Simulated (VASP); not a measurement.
Set up this calculation in VASP 6.6.1, as the native input.

* Task: single point
* Functional: PBE
* Potentials or basis: VASP PAW PBE potentials, release 64 (Si, S)
* Cutoff: 520 eV
* k mesh: 12 × 12 × 8
* Occupations: gaussian, width 0.1 eV
* Spin: no spin polarisation
* Dipole correction: no
* Further INCAR settings: ALGO = Normal; EDIFF = 1e-06; NBANDS = 20

The structure of Si3S2 lies in POSCAR:

```
Si3S2
1.0
    4.5270090170      0.0000000000      0.0000000000
   -2.2635045085      3.9205048119      0.0000000000
    0.0000000000      0.0000000000      4.9610444678
Si S
3 2
Direct
    0.0000000000      0.0000000000      0.7518939455
    0.0000000000      0.0000000000      0.2481060545
    0.6666666667      0.3333333333      0.0000000000
    0.6666666667      0.3333333333      0.5000000000
    0.3333333333      0.6666666667      0.0000000000
```

These files were run (other wordings do the same):

INCAR

```
PREC = Accurate
ENCUT = 520
EDIFF = 1E-6
ISMEAR = 0
SIGMA = 0.1
LREAL = F
LASPH = T
NELM = 100
ALGO = Normal
ISIF = 2
LWAVE = F
LCHARG = F
GGA = PE
NBANDS = 20
```

KPOINTS

```
regular mesh
0
Gamma
  12 12 8
```

Potentials or basis: VASP PAW PBE potentials, release 64 (Si, S).

Command:

```bash
$ cat potpaw_PBE.64/Si/POTCAR potpaw_PBE.64/S/POTCAR > POTCAR
$ mpirun -np 1 vasp_std > vasp.out
```

It gave:

```
Pressure               : 0.0 GPa
Largest force          : 0.004 eV/Å
Band gap on the k mesh : zero (band 12 reaches 8.25 eV, above the bottom of band 13 at 6.06 eV)
```

It took 2.8 min on 1 thread of AMD EPYC 7R43 64-Core Processor (Zen 3), with other jobs on the host, peak memory 0.26 GiB.
